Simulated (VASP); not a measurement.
# AlN (I4/mmm) in VASP: further runs

Aim: see how the results for AlN move with the level of theory and the settings. Levels: PBE, r2SCAN. Tasks: single point.

Program: VASP 6.6.1. These are calculated values, not measurements. Logs are shortened: lines on timing, memory, paths and dates and some standing lists are left out, and cuts for length are marked.

## (1) The cell of the first run

It takes space group I4/mmm (No. 139, tetragonal). Conventional cell: a = 2.855 Å, b = 2.855 Å, c = 3.803 Å, α = 90.00°, β = 90.00°, γ = 90.00°. Al (site symmetry 4/mmm) has 6 N at 1.90 to 2.02 Å within 2.5 Å. Within 2.5 Å of N (site symmetry 4/mmm) lie 6 Al at 1.90 to 2.02 Å.

## (2) Single point, PBE (uniaxial x strain -5.8%)

Input file INCAR:

```
SYSTEM = AlN
  PREC = Accurate
  ENCUT = 520
  EDIFF = 1E-7
  ISMEAR = -1
  SIGMA = 0.02
  LREAL = .FALSE.
  LASPH = .TRUE.
  NELM = 60
  ALGO = Normal
  ISIF = 2
  LWAVE = .FALSE.
  LCHARG = .FALSE.
  GGA = PE
  NBANDS = 11
```

Input file KPOINTS:

```
regular mesh
0
G
  10 10 10
  0 0 0
```

Input file POSCAR:

```
AlN
1.0
    0.0000000000      2.0188684454      2.0188684454
    1.9013703019      0.0000000000      2.0188684454
    1.9013703019      2.0188684454      0.0000000000
Al N
1 1
Direct
    0.0000000000      0.0000000000      0.0000000000
    0.5000000000      0.5000000000      0.5000000000
```

Potentials or basis: VASP PAW PBE potentials, release 64 (Al, N).

Run with:

```console
> cat potpaw_PBE.64/Al/POTCAR potpaw_PBE.64/N/POTCAR > POTCAR
> mpirun -np 1 vasp_std > vasp.out
```

OUTCAR:

```text
SYSTEM = AlN
   PREC = Accurate
   ENCUT = 520
   EDIFF = 1E-7
   ISMEAR = -1
   LREAL = .FALSE.
   LASPH = .TRUE.
   NELM = 60
   ISIF = 2
   GGA = PE

 ion  position               nearest neighbor table
   1  0.000  0.000  0.000-   2 1.90   2 1.90   2 2.02   2 2.02   2 2.02   2 2.02
   2  0.500  0.500  0.500-   1 1.90   1 1.90   1 2.02   1 2.02   1 2.02   1 2.02

  LATTYP: Found a body centered tetragonal cell.
 ALAT       =     2.8551111361
 C/A-ratio  =     1.3319063331

  Lattice vectors:

 A1 = (  -1.9013703019,   0.0000000000,  -2.0188684454)
 A2 = (  -1.9013703019,   0.0000000000,   2.0188684454)
 A3 = (   1.9013703019,   2.0188684454,   0.0000000000)

Analysis of symmetry for initial positions (statically):
=====================================================================
 Subroutine PRICEL returns:
 Original cell was already a primitive cell.

 Routine SETGRP: Setting up the symmetry group for a
 body centered tetragonal supercell.

 Subroutine GETGRP returns: Found 16 space group operations
 (whereof 16 operations were pure point group operations)
 out of a pool of 16 trial point group operations.

The static configuration has the point symmetry D_4h.

Analysis of symmetry for dynamics (positions and initial velocities):
=====================================================================
 Subroutine PRICEL returns:
 Original cell was already a primitive cell.

 Routine SETGRP: Setting up the symmetry group for a
 body centered tetragonal supercell.

 Subroutine GETGRP returns: Found 16 space group operations
 (whereof 16 operations were pure point group operations)
 out of a pool of 16 trial point group operations.

The dynamic configuration has the point symmetry D_4h.

 Subroutine INISYM returns: Found 16 space group operations
 (whereof 16 operations are pure point group operations),
 and found     1 'primitive' translations

----------------------------------------------------------------------------------------

                                     Primitive cell

  volume of cell :      15.4993

  direct lattice vectors                    reciprocal lattice vectors
     0.000000000  2.018868445  2.018868445    -0.262968239  0.247663488  0.247663488
     1.901370302  0.000000000  2.018868445     0.262968239 -0.247663488  0.247663488
     1.901370302  2.018868445  0.000000000     0.262968239  0.247663488 -0.247663488

  length of vectors
     2.855111136  2.773272223  2.773272223     0.437980252  0.437980252  0.437980252

  position of ions in fractional coordinates (direct lattice)
     0.000000000  0.000000000  0.000000000
     0.500000000  0.500000000  0.500000000

  ion indices of the primitive-cell ions
   primitive index   ion index
                 1           1
                 2           2

----------------------------------------------------------------------------------------

 KPOINTS: regular mesh

Automatic generation of k-mesh.
 Grid dimensions read from file:
 generate k-points for:   10   10   10

 Generating k-lattice:

  Cartesian coordinates                     Fractional coordinates (reciprocal lattice)
    -0.026296824  0.024766349  0.024766349     0.100000000  0.000000000  0.000000000
     0.026296824 -0.024766349  0.024766349     0.000000000  0.100000000  0.000000000
     0.026296824  0.024766349 -0.024766349     0.000000000  0.000000000  0.100000000

  Length of vectors
     0.043798025  0.043798025  0.043798025

  Shift w.r.t. Gamma in fractional coordinates (k-lattice)
     0.000000000  0.000000000  0.000000000

 Subroutine IBZKPT returns following result:
 ===========================================

 Found    102 irreducible k-points:

 Following reciprocal coordinates:
            Coordinates               Weight
  0.000000  0.000000  0.000000      1.000000
  0.100000 -0.000000 -0.000000      8.000000
  0.200000 -0.000000 -0.000000      8.000000
  0.300000  0.000000  0.000000      8.000000
  0.400000 -0.000000 -0.000000      8.000000
  0.500000  0.000000  0.000000      4.000000
[... 16 lines left out ...]
  0.300000  0.300000  0.000000      4.000000
  0.400000  0.300000 -0.000000     16.000000
 [... further k-points ...]
   k-points           NKPTS =    102   k-points in BZ     NKDIM =    102   number of bands    NBANDS=     11
   number of dos      NEDOS =    301   number of ions     NIONS =      2
   total plane-waves  NPLWV =  13824
   dimension x,y,z NGX =    24 NGY =   24 NGZ =   24
   dimension x,y,z NGXF=    48 NGYF=   48 NGZF=   48
   ions per type =               1   1
   NGX,Y,Z   is equivalent  to a cutoff of  13.97, 14.39, 14.39 a.u.
   NGXF,Y,Z  is equivalent  to a cutoff of  27.95, 28.77, 28.77 a.u.
 SYSTEM =  AlN
   PREC   = accura    normal or accurate (medium, high low for compatibility)
   ISTART =      0    job   : 0-new  1-cont  2-samecut
   ICHARG =      2    charge: 1-file 2-atom 10-const
   ISPIN  =      1    spin polarized calculation?
   LNONCOLLINEAR =      F non collinear calculations
   LSORBIT =      F    spin-orbit coupling
   LASPH  =      T    aspherical Exc in radial PAW
   ENCUT  =  520.0 eV  38.22 Ry    6.18 a.u.   5.31  5.16  5.16*2*pi/ulx,y,z
   NELM   =     60;   NELMIN=  2; NELMDL= -5     # of ELM steps
   EDIFF  = 0.1E-06   stopping-criterion for ELM
   LREAL  =      F    real-space projection
   EDIFFG = 0.1E-05   stopping-criterion for IOM
   NSW    =      0    number of steps for IOM
   IBRION =     -1    ionic relax: 0-MD 1-quasi-New 2-CG
   NFREE  =      0    steps in history (QN), initial steepest desc. (CG)
   ISIF   =      2    stress and relaxation
   ISYM   =      2    0-nonsym 1-usesym 2-fastsym
   POTIM  = 0.5000    time-step for ionic-motion
   TEBEG  =    0.0;   TEEND  =   0.0 temperature during run
   PSTRESS=    0.0 pullay stress
   NELECT =       8.0000    total number of electrons
   NUPDOWN=      -1.0000    fix difference up-down
   EMIN   =  10.00;   EMAX   =-10.00  energy-range for DOS
   EFERMI =   0.00;   METHOD = LEGACY
   ISMEAR =    -1;   SIGMA  =   0.02  broadening in eV -4-tet -1-fermi 0-gaus
   EFERMI_NEDOS =   21; number of points for ismear=-14 and -15
   IALGO  =     38    algorithm
   IMIX   =      4    mixing-type and parameters
     AMIX     =   0.40;   BMIX     =  1.00
     AMIX_MAG =   1.60;   BMIX_MAG =  1.00
  volume/ion in A,a.u.               =       7.75        52.30
  Fermi-wavevector in a.u.,A,eV,Ry     =   1.313209  2.481606 23.463497  1.724518
  Thomas-Fermi vector in A             =   2.443548
   LORBIT       =      0    0 simple, 1 ext, 2 COOP (PROOUT), +10 PAW based schemes
   GGA     = PE    functional components
   LHFCALC =     F    Hartree Fock is set to
   AEXX    =    0.0000 exact exchange contribution
   IVDW    =     0    specifies the selected vdW correction
   LEPSILON=     F    determine dielectric tensor
   LRPA    =     F    only Hartree local field effects (RPA)
 non-spin polarized calculation
  energy-cutoff  :      520.00
  volume of cell :       15.50
 maximum number of plane-waves:       435
 NGX is ok and might be reduce to    24
   NGX = 11   NGY = 11   NGZ = 11

 number of electron       7.9999999 magnetization

 Free energy of the ion-electron system (eV)
  ---------------------------------------------------
  ext. energy  EPLUGINS =         0.00000000
  ---------------------------------------------------
  free energy    TOTEN  =       -14.39695891 eV

  energy without entropy =      -14.39695891  energy(sigma->0) =      -14.39695891

 E-fermi :  11.4262     XC(G=0): -12.5828

 val. band max:       10.9525408663   @ k =   0.0000   0.0000   0.0000
 cond. band min:      15.6036880334   @ k =   0.0000   0.5000   0.5000
 fundamental gap:      4.6511471671
 Fermi energy:        11.4261884476

 k-point     1 :       0.0000    0.0000    0.0000
  band No.  band energies     occupation
      1      -7.3426      2.00000
      2      10.5003      2.00000
      3      10.9525      2.00000
      4      10.9525      2.00000
      5      17.3641      0.00000
      6      22.9561      0.00000
      7      22.9561      0.00000
      8      23.7813      0.00000
      9      28.0572      0.00000
     10      28.5593      0.00000
     11      29.9363      0.00000

 k-point     2 :       0.1000   -0.0000   -0.0000
  band No.  band energies     occupation
      1      -7.1246      2.00000
      2       9.7223      2.00000
      3      10.6000      2.00000
      4      10.7790      2.00000
      5      17.9470      0.00000
      6      22.2883      0.00000
      7      23.2605      0.00000
      8      23.8578      0.00000
      9      26.8527      0.00000
     10      28.3371      0.00000
     11      30.0541      0.00000

 k-point     3 :       0.2000   -0.0000   -0.0000
  band No.  band energies     occupation
      1      -6.4891      2.00000
      2       7.5432      2.00000
      3      10.3028      2.00000
      4      10.3648      2.00000
      5      18.3909      0.00000
      6      21.9907      0.00000
      7      23.3065      0.00000
      8      24.3865      0.00000
      9      26.6803      0.00000
     10      27.3768      0.00000
     11      29.6542      0.00000

 k-point     4 :       0.3000    0.0000    0.0000
  band No.  band energies     occupation
      1      -5.5096      2.00000
      2       5.1006      2.00000
      3       9.9146      2.00000
      4      10.0045      2.00000
      5      17.8966      0.00000
      6      22.5291      0.00000
      7      23.1836      0.00000
      8      24.0682      0.00000
      9      28.1554      0.00000
     10      28.5023      0.00000
     11      29.0675      0.00000
[... 239 lines left out ...]
 k-point    22 :      -0.2000    0.2000    0.0000
  band No.  band energies     occupation
      1      -5.1541      2.00000
      2       5.5116      2.00000
      3       7.7158      2.00000
      4      10.0311      2.00000
      5      20.0511      0.00000
      6      20.9790      0.00000
      7      22.3149      0.00000
      8      24.6551      0.00000
      9      26.3963      0.00000
     10      30.7699      0.00000
     11      31.7873      0.00000

 k-point    23 :       0.3000    0.3000    0.0000
  band No.  band energies     occupation
      1      -5.0341      2.00000
      2       5.7717      2.00000
      3       8.4176      2.00000
      4       9.1212      2.00000
      5      17.6410      0.00000
      6      18.4443      0.00000
      7      23.0661      0.00000
      8      26.7557      0.00000
      9      28.0172      0.00000
     10      32.2343      0.00000
     11      35.3434      0.00000

 k-point    24 :       0.4000    0.3000   -0.0000
  band No.  band energies     occupation
      1      -4.2351      2.00000
      2       4.6603      2.00000
      3       7.7712      2.00000
      4       8.6502      2.00000
      5      17.4319      0.00000
      6      18.2622      0.00000
      7      23.5256      0.00000
      8      27.0139      0.00000
      9      28.7044      0.00000
     10      33.4663      0.00000
     11      36.2029      0.00000

 [... further k-points ...]
[... 5 lines left out ...]
  --------------------------------------------------------------------------------------
  -------------------------------------------------------------------------------------
  Total        4.3662746      1.7234109      1.7234109      0.0000000      0.0000000     -0.0000000
  in kB      451.3452617    178.1503434    178.1503434      0.0000000      0.0000000     -0.0000000
  external PRESSURE =     269.2153162 kB  Pullay stress =       0.0000000 kB

 VOLUME and BASIS-vectors are now :
 -----------------------------------------------------------------------------
  energy-cutoff  :      520.00
  volume of cell :       15.50
      direct lattice vectors                 reciprocal lattice vectors
     0.000000000  2.018868445  2.018868445    -0.262968239  0.247663488  0.247663488
     1.901370302  0.000000000  2.018868445     0.262968239 -0.247663488  0.247663488
     1.901370302  2.018868445  0.000000000     0.262968239  0.247663488 -0.247663488

 POSITION                                       TOTAL-FORCE (eV/Angst)
 -----------------------------------------------------------------------------------
      0.00000      0.00000      0.00000        -0.000000     -0.000000      0.000000
      1.90137      2.01887      2.01887         0.000000      0.000000      0.000000
 -----------------------------------------------------------------------------------
    total drift:                               -0.000000     -0.000000      0.000000

  FREE ENERGIE OF THE ION-ELECTRON SYSTEM (eV)
  ---------------------------------------------------
  free  energy   TOTEN  =       -14.3969589053 eV

  energy  without entropy=      -14.3969589053  energy(sigma->0) =      -14.39695891
```

Run time: 15 s. Hardware: 1 thread of AMD EPYC 7R13 (Zen 3), shared host; peak memory 0.11 GiB.

Results:

* Free energy: -14.3970 eV
* Pressure: 26.9 GPa
* Band gap on the k mesh: 4.65 eV (least direct gap 6.41 eV)

Caveat: the cell differs from its parent crystal (uniaxial x strain -5.8%); the cell stands under pressure.

## (3) Single point, r2SCAN (uniaxial x strain -5.8%)

POSCAR is that of step 2.

Input file INCAR.step1:

```
SYSTEM = AlN
  ALGO = Normal
  EDIFF = 1E-4
  ENCUT = 520
  GGA = PE
  ISMEAR = 0
  LASPH = .TRUE.
  LCHARG = .FALSE.
  LREAL = .FALSE.
  LWAVE = .TRUE.
  NBANDS = 11
  NELM = 80
  PREC = Accurate
  SIGMA = 0.01
```

Input file INCAR.step2:

```
SYSTEM = AlN
  ALGO = Normal
  EDIFF = 1E-6
  ENCUT = 520
  ISIF = 2
  ISMEAR = 0
  ISTART = 1
  LASPH = .TRUE.
  LCHARG = .TRUE.
  LELF = .TRUE.
  LMIXTAU = .TRUE.
  LREAL = .FALSE.
  LVHAR = .TRUE.
  LWAVE = .FALSE.
  METAGGA = R2SCAN
  NBANDS = 11
  NELM = 80
  PREC = Accurate
  SIGMA = 0.01
```

Input file KPOINTS:

```
k-points
0
G
  10 10 10
  0 0 0
```

Potentials or basis: VASP PAW PBE potentials, release 64 (Al, N).

Run with:

```console
> cat potpaw_PBE.64/Al/POTCAR potpaw_PBE.64/N/POTCAR > POTCAR
> cp INCAR.step1 INCAR
> mpirun -np 1 vasp_std > vasp.out
> cp INCAR.step2 INCAR
> mpirun -np 1 vasp_std > vasp.out
```

Run time: 69 s. Hardware: 1 thread of AMD EPYC 7R13 (Zen 3), shared host; peak memory 0.11 GiB.

It converged, with:

| Property | Result |
| --- | --- |
| Free energy | -18.7964 eV |
| Pressure | 20.0 GPa |
| Band gap on the k mesh | 5.33 eV (least direct gap 7.27 eV) |

Stress tensor (GPa, compression positive):
```
38.24  0.00  0.00
 0.00 10.88  0.00
 0.00  0.00 10.88
```

Levels at points of the mesh, in eV from the valence-band top:
```
           k point  band 1  band 2  band 3  band 4  band 5  band 6  band 7  band 8
(0.00, 0.00, 0.00)  -19.16   -0.46    0.00    0.00    7.27   12.74   12.74   13.62
(0.50, 0.00, 0.00)  -15.65   -9.02   -1.57   -1.33    7.07   11.59   13.31   15.41
(0.50, 0.50, 0.00)  -14.78   -8.24   -3.44   -2.64    5.97    6.24   15.79   18.80
(0.00, 0.50, 0.50)  -14.27   -7.92   -3.55   -3.55    5.33    5.69   16.55   19.24
```

Caveat: the cell differs from its parent crystal (uniaxial x strain -5.8%); the cell stands under pressure; the PAW data sets were made with another functional, which shifts forces and pressure a little. A k mesh can miss the band edges.
